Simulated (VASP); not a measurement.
MgS (Niningerite), 2 atoms in the cell. It takes space group Fm-3m (No. 225, cubic). The conventional cell has a = 5.203 Å, b = 5.203 Å, c = 5.203 Å, α = 90.00°, β = 90.00°, γ = 90.00°. S (site symmetry m-3m) has 6 Mg at 2.60 Å within 3.4 Å. Mg (site symmetry m-3m) has 6 S at 2.60 Å within 3.4 Å. 

| Property | Result |
| --- | --- |
| Program | VASP 6.6.1 |
| Task | single point |
| Functional | PBE |
| Potentials or basis | VASP PAW PBE potentials, release 64 (S, Mg) |
| Cutoff | 520 eV |
| k mesh | 9 × 9 × 9 |
| Occupations | gaussian, width 0.02 eV |
| Spin | no spin polarisation |
| Dipole correction | no |
| Further INCAR settings | ALGO = Normal; EDIFF = 1e-06; NBANDS = 11 |

Potentials or basis: VASP PAW PBE potentials, release 64 (S, Mg).

Run with:

```sh
$ cat potpaw_PBE.64/S/POTCAR potpaw_PBE.64/Mg/POTCAR > POTCAR
$ mpirun -np 1 vasp_std > vasp.out
```

Hardware: 1 thread of Intel Xeon 8259CL (shared host).

Question: How long does it take, and how much memory?

Answer: It took 12 s on 1 thread of Intel Xeon 8259CL (shared host), peak memory 0.16 GiB. Counts: scf iterations 12, k points 35.
